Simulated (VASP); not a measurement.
# CdO (Fm-3m) in VASP: settings compared, part 2 of 2

VASP 6.6.1. The steps go on from the part before.

## 3. Single point, r2SCAN (12.25 Å³/atom)

This run uses another cell than the first one, of 12.25 Å³/atom.

Contents of POSCAR:

```
CdO
1.0
    0.0000000000      2.3049700711      2.3049700711
    2.3049700711      0.0000000000      2.3049700711
    2.3049700711      2.3049700711      0.0000000000
Cd O
1 1
Direct
    0.0000000000      0.0000000000      0.0000000000
    0.5000000000      0.5000000000      0.5000000000
```

Contents of INCAR.step1:

```
PREC     = Accurate       # precision mode
ENCUT    = 660            # plane-wave cutoff, eV
ISMEAR   = -1             # smearing method
SIGMA    = 0.02           # smearing width, eV
LREAL    = F              # projectors in reciprocal space
LASPH    = T              # aspherical terms in the spheres
NELM     = 120            # most SCF steps
NBANDS   = 16             # bands
GGA      = PE             # functional
ALGO     = Normal         # electronic algorithm
EDIFF    = 1E-5           # SCF threshold, eV
LWAVE    = T              # write WAVECAR
LCHARG   = F              # write CHGCAR
GGA_COMPAT= F
```

Contents of INCAR.step2:

```
PREC     = Accurate       # precision mode
ENCUT    = 660            # plane-wave cutoff, eV
EDIFF    = 1E-6           # SCF threshold, eV
ISMEAR   = -1             # smearing method
SIGMA    = 0.02           # smearing width, eV
LREAL    = F              # projectors in reciprocal space
LASPH    = T              # aspherical terms in the spheres
NELM     = 120            # most SCF steps
ALGO     = Normal         # electronic algorithm
ISIF     = 2              # what is computed and relaxed
LWAVE    = F              # write WAVECAR
LCHARG   = F              # write CHGCAR
METAGGA  = R2SCAN         # meta-GGA
LMIXTAU  = T            
NBANDS   = 16             # bands
ISTART   = 1            
GGA_COMPAT= F
```

Contents of KPOINTS:

```
Automatic mesh
0
Gamma
  8 8 8
```

Potentials or basis: VASP PAW PBE potentials, release 64 (Cd, O).

The run is started by

```
$ cat potpaw_PBE.64/Cd/POTCAR potpaw_PBE.64/O/POTCAR > POTCAR
$ cp INCAR.step1 INCAR
$ mpirun -np 1 vasp_std > vasp.out
$ cp INCAR.step2 INCAR
$ mpirun -np 1 vasp_std > vasp.out
```

OUTCAR:

```text
PREC = Accurate
   ENCUT = 660
   EDIFF = 1E-6
   ISMEAR = -1
   LREAL = F
   LASPH = T
   NELM = 120
   ISIF = 2
   METAGGA = R2SCAN
   ISTART = 1

 ion  position               nearest neighbor table
   1  0.000  0.000  0.000-   2 2.30   2 2.30   2 2.30   2 2.30   2 2.30   2 2.30
   2  0.500  0.500  0.500-   1 2.30   1 2.30   1 2.30   1 2.30   1 2.30   1 2.30

  LATTYP: Found a face centered cubic cell.
 ALAT       =     4.6099401422

  Lattice vectors:

 A1 = (   0.0000000000,   2.3049700711,   2.3049700711)
 A2 = (   2.3049700711,   0.0000000000,   2.3049700711)
 A3 = (   2.3049700711,   2.3049700711,   0.0000000000)

Analysis of symmetry for initial positions (statically):
=====================================================================
 Subroutine PRICEL returns:
 Original cell was already a primitive cell.

 Routine SETGRP: Setting up the symmetry group for a
 face centered cubic supercell.

 Subroutine GETGRP returns: Found 48 space group operations
 (whereof 48 operations were pure point group operations)
 out of a pool of 48 trial point group operations.

The static configuration has the point symmetry O_h .

Analysis of symmetry for dynamics (positions and initial velocities):
=====================================================================
 Subroutine PRICEL returns:
 Original cell was already a primitive cell.

 Routine SETGRP: Setting up the symmetry group for a
 face centered cubic supercell.

 Subroutine GETGRP returns: Found 48 space group operations
 (whereof 48 operations were pure point group operations)
 out of a pool of 48 trial point group operations.

The dynamic configuration has the point symmetry O_h .

 Subroutine INISYM returns: Found 48 space group operations
 (whereof 48 operations are pure point group operations),
 and found     1 'primitive' translations

----------------------------------------------------------------------------------------

                                     Primitive cell

  volume of cell :      24.4921
[... 108 lines left out ...]
     AMIX     =   0.40;   BMIX     =  1.00
     AMIX_MAG =   1.60;   BMIX_MAG =  1.00
  volume/ion in A,a.u.               =      12.25        82.64
  Fermi-wavevector in a.u.,A,eV,Ry     =   1.477374  2.791832 29.696527  2.182633
  Thomas-Fermi vector in A             =   2.591786
   LORBIT       =      0    0 simple, 1 ext, 2 COOP (PROOUT), +10 PAW based schemes
   METAGGA = R2SCAN    functional components
   LHFCALC =     F    Hartree Fock is set to
   AEXX    =    0.0000 exact exchange contribution
   IVDW    =     0    specifies the selected vdW correction
   LEPSILON=     F    determine dielectric tensor
   LRPA    =     F    only Hartree local field effects (RPA)
 non-spin polarized calculation
  energy-cutoff  :      660.00
  volume of cell :       24.49
 maximum number of plane-waves:       960
   NGX = 13   NGY = 13   NGZ = 13

 number of electron      18.0000002 magnetization

 Free energy of the ion-electron system (eV)
  ---------------------------------------------------
  ext. energy  EPLUGINS =         0.00000000
  ---------------------------------------------------
  free energy    TOTEN  =       -28.49254999 eV

  energy without entropy =      -28.49252877  energy(sigma->0) =      -28.49253938

 E-fermi :   2.4095     XC(G=0): -12.6832

 val. band max:        2.2892469231   @ k =   0.5000   0.0000   0.0000
 cond. band min:       2.4851364818   @ k =   0.0000   0.0000   0.0000
 fundamental gap:      0.1958895586
 Fermi energy:         2.4094994534

 k-point     1 :       0.0000    0.0000    0.0000
  band No.  band energies     occupation
      1     -16.4713      2.00000
      2      -4.7048      2.00000
      3      -4.7048      2.00000
      4      -4.7048      2.00000
      5      -4.3474      2.00000
      6      -4.3474      2.00000
[... 433 lines left out ...]
      3      -5.1160      2.00000
      4      -5.1003      2.00000
      5      -4.0803      2.00000
      6      -4.0754      2.00000
[... 8 lines left out ...]
     15      23.3929      0.00000
     16      26.9754      0.00000

 [... further k-points ...]

------------------------ aborting loop because EDIFF is reached ----------------------------------------

  FORCE on cell =-STRESS in cart. coord.  units (eV):
  Direction    XX          YY          ZZ          XY          YZ          ZX
  --------------------------------------------------------------------------------------
  -------------------------------------------------------------------------------------
  Total        1.9484962      1.9484962      1.9484962      0.0000000      0.0000000     -0.0000000
  in kB      127.4630419    127.4630419    127.4630419      0.0000000      0.0000000     -0.0000000
  external PRESSURE =     127.4630419 kB  Pullay stress =       0.0000000 kB

 VOLUME and BASIS-vectors are now :
 -----------------------------------------------------------------------------
  energy-cutoff  :      660.00
  volume of cell :       24.49
      direct lattice vectors                 reciprocal lattice vectors
     0.000000000  2.304970071  2.304970071    -0.216922556  0.216922556  0.216922556
     2.304970071  0.000000000  2.304970071     0.216922556 -0.216922556  0.216922556
     2.304970071  2.304970071  0.000000000     0.216922556  0.216922556 -0.216922556

 POSITION                                       TOTAL-FORCE (eV/Angst)
 -----------------------------------------------------------------------------------
      0.00000      0.00000      0.00000        -0.000000      0.000000      0.000000
      2.30497      2.30497      2.30497         0.000000     -0.000000     -0.000000
 -----------------------------------------------------------------------------------
    total drift:                                0.000000      0.000000      0.000000

  FREE ENERGIE OF THE ION-ELECTRON SYSTEM (eV)
  ---------------------------------------------------
  free  energy   TOTEN  =       -28.4925499930 eV

  energy  without entropy=      -28.4925287698  energy(sigma->0) =      -28.49253938
```

OSZICAR.step1:

```text
N       E                     dE             d eps       ncg     rms          rms(c)
DAV:   1     0.134635110499E+03    0.13464E+03   -0.11953E+04   960   0.141E+03
DAV:   2    -0.536824191032E+01   -0.14000E+03   -0.12858E+03  1072   0.323E+02
DAV:   3    -0.937234321014E+01   -0.40041E+01   -0.39970E+01  1064   0.595E+01
DAV:   4    -0.938259921011E+01   -0.10256E-01   -0.10256E-01  1216   0.288E+00
DAV:   5    -0.938262768333E+01   -0.28473E-04   -0.28473E-04  1104   0.136E-01    0.116E+01
DAV:   6    -0.761533387061E+01    0.17673E+01   -0.44806E+00  1200   0.374E+01    0.102E+01
DAV:   7    -0.760420922672E+01    0.11125E-01   -0.70474E-01   976   0.809E+00    0.538E+00
DAV:   8    -0.758925366613E+01    0.14956E-01   -0.89148E-02   968   0.274E+00    0.765E-01
DAV:   9    -0.758523632006E+01    0.40173E-02   -0.92058E-03  1176   0.111E+00    0.106E-01
DAV:  10    -0.758535421533E+01   -0.11790E-03   -0.76590E-04  1016   0.294E-01    0.453E-02
DAV:  11    -0.758537644496E+01   -0.22230E-04   -0.48630E-05  1152   0.735E-02    0.210E-02
DAV:  12    -0.758537471666E+01    0.17283E-05   -0.70493E-06   552   0.283E-02
   1 F= -.75853747E+01 E0= -.75852336E+01  d E =-.282169E-03
```

Run time: 27 s. Hardware: 1 thread of Intel Xeon 6975P-C (Granite Rapids), shared host; peak memory 0.17 GiB.

What came out:

```
Free energy            : -28.4925 eV
Pressure               : 12.7 GPa
Band gap on the k mesh : 0.20 eV (least direct gap 1.79 eV)
```

Caveat: the cell stands under pressure; the PAW data sets were made with another functional, which shifts forces and pressure a little. A k mesh can miss the band edges.

## 4. Single point, PBE

This run uses another cell than the first one, of 13.03 Å³/atom.

Contents of INCAR:

```
SYSTEM = CdO
  PREC = Accurate
  ENCUT = 600
  EDIFF = 1E-6
  ISMEAR = -1
  SIGMA = 0.02
  LREAL = .False.
  LASPH = .True.
  NELM = 120
  ALGO = Normal
  ISIF = 2
  LWAVE = .False.
  LCHARG = .True.
  GGA = PE
  LELF = .True.
  LVHAR = .True.
  NBANDS = 16
  GGA_COMPAT = .False.
```

Contents of KPOINTS:

```
Automatic mesh
0
Gamma
  10 10 10
  0 0 0
```

Contents of POSCAR:

```
CdO
1.0
    0.0000000000      2.3530040397      2.3530040397
    2.3530040397      0.0000000000      2.3530040397
    2.3530040397      2.3530040397      0.0000000000
Cd O
1 1
Direct
    0.0000000000      0.0000000000      0.0000000000
    0.5000000000      0.5000000000      0.5000000000
```

The run is started by

```
$ cat potpaw_PBE.64/Cd/POTCAR potpaw_PBE.64/O/POTCAR > POTCAR
$ mpirun -np 1 vasp_std > vasp.out
```

Wall time 10 s (1 thread of Intel Xeon 6975P-C (Granite Rapids), shared host); peak memory 0.17 GiB.

It converged, with:

| Item | Value |
| --- | --- |
| Free energy | -7.7036 eV |
| Pressure | 6.6 GPa |
| Band gap on the k mesh | zero (bands 9 and 10 overlap by 0.44 eV) |

Levels at points of the mesh, in eV from the Fermi level:
```
           k point  band 7  band 8  band 9  band 10  band 11  band 12
(0.00, 0.00, 0.00)   -1.36   -1.36   -1.36    -0.48    14.94    16.96
(0.50, 0.00, 0.00)   -3.85   -0.05   -0.05     4.40     7.24    11.89
(0.50, 0.50, 0.00)   -4.34   -2.33   -2.33     3.82     8.49    11.16
```

Caveat: the cell stands under pressure; semilocal functionals underestimate gaps, so a narrow gap can read as zero.

## 5. Single point, r2SCAN (12.64 Å³/atom)

This run uses another cell than the first one, of 12.64 Å³/atom.

Contents of POSCAR:

```
CdO
1.0
    0.0000000000      2.3292346971      2.3292346971
    2.3292346971      0.0000000000      2.3292346971
    2.3292346971      2.3292346971      0.0000000000
Cd O
1 1
Direct
    0.0000000000      0.0000000000      0.0000000000
    0.5000000000      0.5000000000      0.5000000000
```

Contents of INCAR.step1:

```
SYSTEM = CdO
PREC = Accurate
ENCUT = 660
ISMEAR = -1
SIGMA = 0.02
LREAL = .False.
LASPH = .True.
NELM = 120
NBANDS = 16
GGA = PE
ALGO = Normal
EDIFF = 1E-5
LWAVE = .True.
LCHARG = .False.
GGA_COMPAT = .False.
```

Contents of INCAR.step2:

```
SYSTEM = CdO
PREC = Accurate
ENCUT = 660
EDIFF = 1E-6
ISMEAR = -1
SIGMA = 0.02
LREAL = .False.
LASPH = .True.
NELM = 120
ALGO = Normal
ISIF = 2
LWAVE = .False.
LCHARG = .False.
METAGGA = R2SCAN
LMIXTAU = .True.
NBANDS = 16
ISTART = 1
GGA_COMPAT = .False.
```

Contents of KPOINTS:

```
regular mesh
0
Gamma
  8 8 8
  0 0 0
```

The run is started by

```
$ cat potpaw_PBE.64/Cd/POTCAR potpaw_PBE.64/O/POTCAR > POTCAR
$ cp INCAR.step1 INCAR
$ mpirun -np 1 vasp_std > vasp.out
$ cp INCAR.step2 INCAR
$ mpirun -np 1 vasp_std > vasp.out
```

It took 29 s on 1 thread of Intel Xeon 6975P-C (Granite Rapids), shared host; peak memory 0.16 GiB.

It converged, with:

```yaml
Free_energy: -28.5412 eV
Pressure: 6.6 GPa
Band_gap_on_the_k_mesh: 0.13 eV (least direct gap 1.59 eV)
```

Levels at points of the mesh, in eV from the valence-band top:
| k point | band 5 | band 6 | band 7 | band 8 | band 9 | band 10 | band 11 | band 12 | band 13 | band 14 |
| --- | --- | --- | --- | --- | --- | --- | --- | --- | --- | --- |
| (0.00, 0.00, 0.00) | -6.59 | -6.59 | -1.46 | -1.46 | -1.46 | 0.13 | 15.77 | 17.96 | 17.96 | 17.96 |
| (0.50, 0.00, 0.00) | -6.34 | -6.34 | -3.90 | 0.00 | 0.00 | 5.09 | 8.23 | 12.96 | 12.96 | 18.84 |
| (0.50, 0.50, 0.00) | -6.20 | -5.84 | -4.53 | -2.47 | -2.47 | 4.69 | 9.45 | 11.89 | 14.60 | 14.60 |

Caveat: the cell stands under pressure; the PAW data sets were made with another functional, which shifts forces and pressure a little. A k mesh can miss the band edges.

## 6. Summary

| level | cell | k mesh | cutoff (eV) | gap on the mesh (eV) | pressure (GPa) |
| --- | --- | --- | --- | --- | --- |
| PBE | a = 3.437 Å, angles 60.0°, 2 atoms | 8 × 8 × 8 | 600 | none | -5.7 |
| r2SCAN | a = 3.260 Å, angles 60.0°, 2 atoms | 8 × 8 × 8 | 660 | 0.20 | 12.7 |
| PBE | a = 3.328 Å, angles 60.0°, 2 atoms | 10 × 10 × 10 | 600 | none | 6.6 |
| r2SCAN | a = 3.294 Å, angles 60.0°, 2 atoms | 8 × 8 × 8 | 660 | 0.13 | 6.6 |

Alike in all rows: task single point; potentials or basis VASP PAW PBE potentials, release 64 (Cd, O); no spin polarisation; smearing fermi-dirac 0.02 eV.

Caveats: the cell stands under pressure (at least some runs); semilocal functionals underestimate gaps, so a narrow gap can read as zero (at least some runs); the PAW data sets were made with another functional, which shifts forces and pressure a little (at least some runs); the cell stands under tension (at least some runs).

Absolute energies hang on the potentials; compare differences alone.
